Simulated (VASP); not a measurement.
# Mn (P6_3/mmc) in VASP: further runs

The runs below take Mn through single point, with PBE.

Program: VASP 6.6.1. These are calculated values, not measurements. Logs are shortened: lines on timing, memory, paths and dates and some standing lists are left out, and cuts for length are marked.

## 1. The cell of the first run

It takes space group P6_3/mmc (No. 194, hexagonal). Conventional cell: a = 2.662 Å, b = 2.662 Å, c = 4.309 Å, α = 90.00°, β = 90.00°, γ = 120.00°. Mn (site symmetry -6m2) has 12 Mn at 2.65 to 2.66 Å within 3.5 Å.

## 2. Single point, PBE, collinear spin, ferromagnetic start

Contents of INCAR:

```
PREC = Accurate
ENCUT = 520
EDIFF = 1E-6
ISMEAR = 0
SIGMA = 0.1
LREAL = F
LASPH = T
NELM = 150
ALGO = Fast
ISIF = 2
LWAVE = F
LCHARG = F
ISPIN = 2
MAGMOM = 4 4
LORBIT = 11
LMAXMIX = 4
GGA = PE
NBANDS = 24
```

Contents of KPOINTS:

```
regular mesh
0
Gamma
  6 6 4
```

Contents of POSCAR:

```
Mn
1.0
    2.6624783745      0.0000000000      0.0000000000
   -1.3312391873      2.3057739094      0.0000000000
    0.0000000000      0.0000000000      4.3087972953
Mn
2
Direct
    0.3333333333      0.6666666667      0.2500000000
    0.6666666667      0.3333333333      0.7500000000
```

Potentials or basis: VASP PAW PBE potentials, release 64 (Mn_pv).

Run with:

```bash
> cat potpaw_PBE.64/Mn_pv/POTCAR > POTCAR
> mpirun -np 1 vasp_std > vasp.out
```

OUTCAR:

```text
PREC = Accurate
   ENCUT = 520
   EDIFF = 1E-6
   ISMEAR = 0
   LREAL = F
   LASPH = T
   NELM = 150
   ISIF = 2
   ISPIN = 2
   LORBIT = 11
   GGA = PE

 ion  position               nearest neighbor table
   1  0.333  0.667  0.250-   2 2.65   2 2.65   2 2.65   2 2.65   2 2.65   2 2.65
   2  0.667  0.333  0.750-   1 2.65   1 2.65   1 2.65   1 2.65   1 2.65   1 2.65

  LATTYP: Found a hexagonal cell.
 ALAT       =     2.6624783745
 C/A-ratio  =     1.6183407672

  Lattice vectors:

 A1 = (   2.6624783745,   0.0000000000,   0.0000000000)
 A2 = (  -1.3312391873,   2.3057739094,   0.0000000000)
 A3 = (   0.0000000000,   0.0000000000,   4.3087972953)

Analysis of symmetry for initial positions (statically):
=====================================================================
 Subroutine PRICEL returns:
 Original cell was already a primitive cell.

 Routine SETGRP: Setting up the symmetry group for a
 hexagonal supercell.

 Subroutine GETGRP returns: Found 24 space group operations
 (whereof 12 operations were pure point group operations)
 out of a pool of 24 trial point group operations.

The static configuration has the point symmetry D_3d.
 The point group associated with its full space group is D_6h.

Analysis of symmetry for dynamics (positions and initial velocities):
=====================================================================
 Subroutine PRICEL returns:
 Original cell was already a primitive cell.

 Routine SETGRP: Setting up the symmetry group for a
 hexagonal supercell.

 Subroutine GETGRP returns: Found 24 space group operations
 (whereof 12 operations were pure point group operations)
 out of a pool of 24 trial point group operations.

The dynamic configuration has the point symmetry D_3d.
 The point group associated with its full space group is D_6h.

Analysis of structural, dynamic, and magnetic symmetry:
=====================================================================
 Subroutine PRICEL returns:
 Original cell was already a primitive cell.

 Routine SETGRP: Setting up the symmetry group for a
 hexagonal supercell.

 Subroutine GETGRP returns: Found 24 space group operations
 (whereof 12 operations were pure point group operations)
 out of a pool of 24 trial point group operations.

The overall configuration has the point symmetry D_3d.
 The point group associated with its full space group is D_6h.

 Subroutine INISYM returns: Found 24 space group operations
 (whereof 12 operations are pure point group operations),
 and found     1 'primitive' translations

----------------------------------------------------------------------------------------

                                     Primitive cell

  volume of cell :      26.4520

  direct lattice vectors                    reciprocal lattice vectors
     2.662478375  0.000000000  0.000000000     0.375589905  0.216846933  0.000000000
    -1.331239187  2.305773909  0.000000000     0.000000000  0.433693866  0.000000000
     0.000000000  0.000000000  4.308797295     0.000000000  0.000000000  0.232083324

  length of vectors
     2.662478375  2.662478375  4.308797295     0.433693866  0.433693866  0.232083324

  position of ions in fractional coordinates (direct lattice)
     0.333333333  0.666666667  0.250000000
     0.666666667  0.333333333  0.750000000

  ion indices of the primitive-cell ions
   primitive index   ion index
                 1           1
                 2           2

----------------------------------------------------------------------------------------

 KPOINTS: regular mesh

Automatic generation of k-mesh.
 Grid dimensions read from file:
 generate k-points for:    6    6    4

 Generating k-lattice:

  Cartesian coordinates                     Fractional coordinates (reciprocal lattice)
     0.062598318  0.036141155  0.000000000     0.166666667  0.000000000  0.000000000
     0.000000000  0.072282311  0.000000000     0.000000000  0.166666667  0.000000000
     0.000000000  0.000000000  0.058020831     0.000000000  0.000000000  0.250000000

  Length of vectors
     0.072282311  0.072282311  0.058020831

  Shift w.r.t. Gamma in fractional coordinates (k-lattice)
     0.000000000  0.000000000  0.000000000

 Subroutine IBZKPT returns following result:
 ===========================================

 Found     21 irreducible k-points:

 Following reciprocal coordinates:
            Coordinates               Weight
  0.000000  0.000000  0.000000      1.000000
  0.166667  0.000000  0.000000      6.000000
  0.333333  0.000000  0.000000      6.000000
  0.500000  0.000000  0.000000      3.000000
  0.166667  0.166667  0.000000      6.000000
  0.333333  0.166667  0.000000     12.000000
[... 13 lines left out ...]
  0.333333  0.166667  0.500000     12.000000
  0.333333  0.333333  0.500000      2.000000
   k-points           NKPTS =     21   k-points in BZ     NKDIM =     21   number of bands    NBANDS=     24
   number of dos      NEDOS =    301   number of ions     NIONS =      2
   total plane-waves  NPLWV =  12800
   dimension x,y,z NGX =    20 NGY =   20 NGZ =   32
   dimension x,y,z NGXF=    40 NGYF=   40 NGZF=   64
   ions per type =               2
   NGX,Y,Z   is equivalent  to a cutoff of  12.49, 12.49, 12.35 a.u.
   NGXF,Y,Z  is equivalent  to a cutoff of  24.98, 24.98, 24.69 a.u.
 SYSTEM =  unknown system
   PREC   = accura    normal or accurate (medium, high low for compatibility)
   ISTART =      0    job   : 0-new  1-cont  2-samecut
   ICHARG =      2    charge: 1-file 2-atom 10-const
   ISPIN  =      2    spin polarized calculation?
   LNONCOLLINEAR =      F non collinear calculations
   LSORBIT =      F    spin-orbit coupling
   LASPH  =      T    aspherical Exc in radial PAW
   ENCUT  =  520.0 eV  38.22 Ry    6.18 a.u.   4.95  4.95  8.01*2*pi/ulx,y,z
   NELM   =    150;   NELMIN=  2; NELMDL= -5     # of ELM steps
   EDIFF  = 0.1E-05   stopping-criterion for ELM
   LREAL  =      F    real-space projection
   EDIFFG = 0.1E-04   stopping-criterion for IOM
   NSW    =      0    number of steps for IOM
   IBRION =     -1    ionic relax: 0-MD 1-quasi-New 2-CG
   NFREE  =      0    steps in history (QN), initial steepest desc. (CG)
   ISIF   =      2    stress and relaxation
   ISYM   =      2    0-nonsym 1-usesym 2-fastsym
   POTIM  = 0.5000    time-step for ionic-motion
   TEBEG  =    0.0;   TEEND  =   0.0 temperature during run
   PSTRESS=    0.0 pullay stress
   NELECT =      26.0000    total number of electrons
   NUPDOWN=      -1.0000    fix difference up-down
   EMIN   =  10.00;   EMAX   =-10.00  energy-range for DOS
   EFERMI =   0.00;   METHOD = LEGACY
   ISMEAR =     0;   SIGMA  =   0.10  broadening in eV -4-tet -1-fermi 0-gaus
   EFERMI_NEDOS =   21; number of points for ismear=-14 and -15
   IALGO  =     68    algorithm
   IMIX   =      4    mixing-type and parameters
     AMIX     =   0.40;   BMIX     =  1.00
     AMIX_MAG =   1.60;   BMIX_MAG =  1.00
  volume/ion in A,a.u.               =      13.23        89.25
  Fermi-wavevector in a.u.,A,eV,Ry     =   1.627720  3.075944 36.048253  2.649472
  Thomas-Fermi vector in A             =   2.720469
   LORBIT       =     11    0 simple, 1 ext, 2 COOP (PROOUT), +10 PAW based schemes
   GGA     = PE    functional components
   LHFCALC =     F    Hartree Fock is set to
   AEXX    =    0.0000 exact exchange contribution
   IVDW    =     0    specifies the selected vdW correction
   LEPSILON=     F    determine dielectric tensor
   LRPA    =     F    only Hartree local field effects (RPA)
 spin polarized calculation
 RMM-DIIS sequential band-by-band and
 Gauss-broadening in eV      SIGMA  =   0.10
  energy-cutoff  :      520.00
  volume of cell :       26.45
 maximum number of plane-waves:       732
 NGX is ok and might be reduce to    20
   NGX =  9   NGY =  9   NGZ = 17

 number of electron      26.0000034 magnetization       5.4701749

 Free energy of the ion-electron system (eV)
  ---------------------------------------------------
  ext. energy  EPLUGINS =         0.00000000
  ---------------------------------------------------
  free energy    TOTEN  =       -16.95283098 eV

  energy without entropy =      -16.92865172  energy(sigma->0) =      -16.94074135

 E-fermi :   8.2139     XC(G=0): -12.7337

 val. band max:        8.1997611117   @ k =   0.3333   0.0000   0.2500
 cond. band min:       8.2306057915   @ k =   0.3333   0.3333   0.5000
 fundamental gap:      0.0308446798
 Fermi energy:         8.2139329184

 spin component 1

 k-point     1 :       0.0000    0.0000    0.0000
  band No.  band energies     occupation
      1     -41.0873      1.00000
      2     -40.7122      1.00000
      3     -40.7122      1.00000
      4     -40.7082      1.00000
      5     -40.6580      1.00000
      6     -40.6580      1.00000
[... 16 lines left out ...]
     23      29.8706      0.00000
     24      29.8708      0.00000

 k-point     2 :       0.1667    0.0000    0.0000
  band No.  band energies     occupation
      1     -41.0554      1.00000
      2     -40.7802      1.00000
      3     -40.7340      1.00000
      4     -40.7279      1.00000
      5     -40.7217      1.00000
      6     -40.6693      1.00000
[... 16 lines left out ...]
     23      28.5694      0.00000
     24      29.9954      0.00000

 k-point     3 :       0.3333    0.0000    0.0000
  band No.  band energies     occupation
      1     -40.9786      1.00000
      2     -40.9182      1.00000
      3     -40.8629      1.00000
      4     -40.7754      1.00000
      5     -40.7617      1.00000
      6     -40.6938      1.00000
[... 16 lines left out ...]
     23      24.3530      0.00000
     24      28.2842      0.00000
[... 433 lines left out ...]
 k-point    20 :       0.3333    0.1667    0.5000
  band No.  band energies     occupation
      1     -40.9947      1.00000
      2     -40.9947      1.00000
      3     -40.8217      1.00000
      4     -40.8217      1.00000
      5     -40.7539      1.00000
      6     -40.7539      1.00000
[... 16 lines left out ...]
     23      25.6582      0.00000
     24      25.6582      0.00000

 k-point    21 :       0.3333    0.3333    0.5000
  band No.  band energies     occupation
      1     -40.9755      1.00000
      2     -40.9755      1.00000
      3     -40.8759      1.00000
      4     -40.8759      1.00000
      5     -40.7566      1.00000
      6     -40.7566      1.00000
[... 16 lines left out ...]
     23      28.4828      0.00000
     24      28.4967      0.00000
 Fermi energy:         8.2139329184

 spin component 2

 k-point     1 :       0.0000    0.0000    0.0000
  band No.  band energies     occupation
      1     -38.1797      1.00000
      2     -37.8694      1.00000
      3     -37.8694      1.00000
      4     -37.8112      1.00000
      5     -37.8112      1.00000
      6     -37.7591      1.00000
[... 16 lines left out ...]
     23      31.0205      0.00000
     24      31.0206      0.00000

 k-point     2 :       0.1667    0.0000    0.0000
  band No.  band energies     occupation
      1     -38.1440      1.00000
      2     -37.9452      1.00000
      3     -37.8934      1.00000
      4     -37.8889      1.00000
      5     -37.8235      1.00000
      6     -37.7738      1.00000
[... 16 lines left out ...]
     23      29.0218      0.00000
     24      30.1902      0.00000

 k-point     3 :       0.3333    0.0000    0.0000
  band No.  band energies     occupation
      1     -38.0991      1.00000
      2     -38.0580      1.00000
      3     -38.0380      1.00000
      4     -37.9390      1.00000
      5     -37.8502      1.00000
      6     -37.8176      1.00000
[... 16 lines left out ...]
     23      25.3078      0.00000
     24      28.6032      0.00000
[... 433 lines left out ...]
 k-point    20 :       0.3333    0.1667    0.5000
  band No.  band energies     occupation
      1     -38.1555      1.00000
      2     -38.1555      1.00000
      3     -37.9690      1.00000
      4     -37.9690      1.00000
      5     -37.8591      1.00000
      6     -37.8591      1.00000
[... 16 lines left out ...]
     23      26.4071      0.00000
     24      26.4071      0.00000

 k-point    21 :       0.3333    0.3333    0.5000
  band No.  band energies     occupation
      1     -38.1248      1.00000
      2     -38.1248      1.00000
      3     -38.0507      1.00000
      4     -38.0507      1.00000
      5     -37.8496      1.00000
      6     -37.8496      1.00000
[... 16 lines left out ...]
     23      29.3374      0.00000
     24      29.4215      0.00000

------------------------ aborting loop because EDIFF is reached ----------------------------------------

  FORCE on cell =-STRESS in cart. coord.  units (eV):
  Direction    XX          YY          ZZ          XY          YZ          ZX
  --------------------------------------------------------------------------------------
  -------------------------------------------------------------------------------------
  Total       -0.8657553     -0.8657553     -0.3645739      0.0000000      0.0000000      0.0000000
  in kB      -52.4380921    -52.4380921    -22.0819409      0.0000000      0.0000000      0.0000000
  external PRESSURE =     -42.3193750 kB  Pullay stress =       0.0000000 kB

 VOLUME and BASIS-vectors are now :
 -----------------------------------------------------------------------------
  energy-cutoff  :      520.00
  volume of cell :       26.45
      direct lattice vectors                 reciprocal lattice vectors
     2.662478375  0.000000000  0.000000000     0.375589905  0.216846933  0.000000000
    -1.331239187  2.305773909  0.000000000     0.000000000  0.433693866  0.000000000
     0.000000000  0.000000000  4.308797295     0.000000000  0.000000000  0.232083324

 POSITION                                       TOTAL-FORCE (eV/Angst)
 -----------------------------------------------------------------------------------
     -0.00000      1.53718      1.07720         0.000000     -0.000000      0.000000
      1.33124      0.76859      3.23160        -0.000000      0.000000      0.000000
 -----------------------------------------------------------------------------------
    total drift:                               -0.000000      0.000000     -0.000000

  FREE ENERGIE OF THE ION-ELECTRON SYSTEM (eV)
  ---------------------------------------------------
  free  energy   TOTEN  =       -16.9528309795 eV

  energy  without entropy=      -16.9286517209  energy(sigma->0) =      -16.94074135

 total charge

# of ion       s       p       d       tot
------------------------------------------
    1        0.360   6.283   5.020  11.663
    2        0.360   6.283   5.020  11.663
--------------------------------------------------
tot          0.720  12.566  10.040  23.326

 magnetization (x)

# of ion       s       p       d       tot
------------------------------------------
    1       -0.006   0.011   2.636   2.640
    2       -0.006   0.011   2.636   2.640
--------------------------------------------------
tot         -0.012   0.021   5.272   5.280
```

It took 92 s on 1 thread of Intel Xeon 6975P-C (Granite Rapids), shared host; peak memory 0.15 GiB.

What came out:

```yaml
Free_energy: -16.9528 eV
Pressure: -4.2 GPa
Net_moment: 5.47 μB per cell
Site_moments: Mn +2.64 μB
Valence_electrons_inside_the_program's_atomic_spheres: Mn 11.66
```

Stress tensor (GPa, compression positive):
```
-5.24  0.00  0.00
 0.00 -5.24  0.00
 0.00  0.00 -2.21
```

Levels at points of the mesh, in eV from the Fermi level:
Spin up:
| k point | band 14 | band 15 | band 16 | band 17 | band 18 | band 19 |
| --- | --- | --- | --- | --- | --- | --- |
| (0.00, 0.00, 0.00) | -1.29 | -1.29 | -0.16 | -0.16 | -0.16 | 6.19 |
| (0.50, 0.00, 0.00) | 0.07 | 0.11 | 0.26 | 1.70 | 3.41 | 8.71 |
| (0.00, 0.00, 0.50) | -1.95 | -0.46 | -0.46 | -0.46 | -0.46 | 13.47 |
| (0.50, 0.00, 0.50) | -0.41 | 0.20 | 0.20 | 1.57 | 1.57 | 6.89 |
Spin down:
```tsv
k point	band 6	band 7	band 8	band 9	band 10	band 11	band 12	band 13	band 14	band 15
(0.00, 0.00, 0.00)	-45.97	-7.43	-3.01	0.33	0.41	0.51	0.51	0.90	0.90	1.51
(0.50, 0.00, 0.00)	-46.07	-2.71	-2.30	-1.90	-0.96	0.42	0.48	0.75	2.78	2.95
(0.00, 0.00, 0.50)	-46.05	-5.35	-5.35	-0.27	-0.27	0.47	0.47	0.47	0.47	2.41
(0.50, 0.00, 0.50)	-46.09	-2.71	-2.71	-1.05	-1.05	1.13	1.13	1.58	1.58	2.88
```

Caveat: the k points lie up to 0.45 Å⁻¹ apart.

## 3. Single point, PBE

This run uses another cell than the first one, of 10.71 Å³/atom, 0.810 times its volume.

Contents of INCAR:

```
SYSTEM = Mn
PREC = Accurate
ENCUT = 520
EDIFF = 1E-6
ISMEAR = 0
SIGMA = 0.1
LREAL = .False.
LASPH = .True.
NELM = 80
ALGO = Fast
ISIF = 2
LWAVE = .False.
LCHARG = .False.
GGA = PE
NBANDS = 20
```

Contents of KPOINTS:

```
regular mesh
0
Gamma
  18 18 10
  0 0 0
```

Contents of POSCAR:

```
Mn
1.0
    2.4812404929      0.0000000000      0.0000000000
   -1.2406202464      2.1488172997      0.0000000000
    0.0000000000      0.0000000000      4.0161585546
Mn
2
Direct
    0.3333333333      0.6666666667      0.2500000000
    0.6666666667      0.3333333333      0.7500000000
```

Potentials or basis: VASP PAW PBE potentials, release 64 (Mn_pv).

Run with:

```bash
> cat potpaw_PBE.64/Mn_pv/POTCAR > POTCAR
> mpirun -np 1 vasp_std > vasp.out
```

Run time: 30 s. Hardware: 1 thread of Intel Xeon 6975P-C (Granite Rapids), shared host; peak memory 0.18 GiB.

The run converged. Its results:

| Item | Value |
| --- | --- |
| Free energy | -17.8942 eV |
| Pressure | -0.1 GPa |
| Band gap on the k mesh | zero (band 13 reaches 11.56 eV, above the bottom of band 14 at 9.39 eV) |

Stress tensor (GPa, compression positive):
```
-0.09  0.00  0.00
 0.00 -0.09  0.00
 0.00  0.00 -0.27
```

Levels at points of the mesh, in eV from the Fermi level:
```tsv
k point	band 11	band 12	band 13	band 14	band 15	band 16
(0.00, 0.00, 0.00)	-0.94	-0.47	-0.47	0.05	0.05	0.74
(0.50, 0.00, 0.00)	-1.15	-0.93	-0.41	1.83	1.97	2.04
(0.00, 0.00, 0.50)	-1.02	-1.02	-1.02	-1.02	1.20	1.20
(0.50, 0.00, 0.50)	0.19	0.19	0.86	0.86	1.96	1.96
```

Caveat: the run has no spin polarisation, though such a crystal can be magnetic. Spin polarisation is off, so any magnetic state and its effect on volume and gap are missing.
